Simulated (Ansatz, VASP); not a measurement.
## Lu: VASP beside Ansatz

```
Lu
1.0
     3.03388    0.00000    0.00000
    -1.51694    2.62742    0.00000
     0.00000    0.00000    2.91760
Lu
1
Direct
  0.00000 0.00000 0.00000
```

Change from the starting cell: volume scaled by 0.75, LAPW.

Alike in both runs: task single point; functional PBE; k mesh 13 × 13 × 12; occupations fermi-dirac, width 0.08 eV; no spin polarisation.

|  | VASP | Ansatz |
| --- | --- | --- |
| version | VASP 6.6.1 | Ansatz 0.2.0 |
| potentials or method | VASP PAW PBE potentials, release 64 (Lu), cutoff 520 eV | all-electron LAPW, scalar-relativistic |

```tsv
	VASP	Ansatz	Ansatz less VASP
pressure (GPa)	16.6	16.2	-0.38
traceless stress, the component that is largest in VASP (GPa)	-0.08	-0.05	+0.028
```

Ansatz ran all-electron here, and VASP with PAW potentials.

Neither program's run includes spin-orbit coupling.
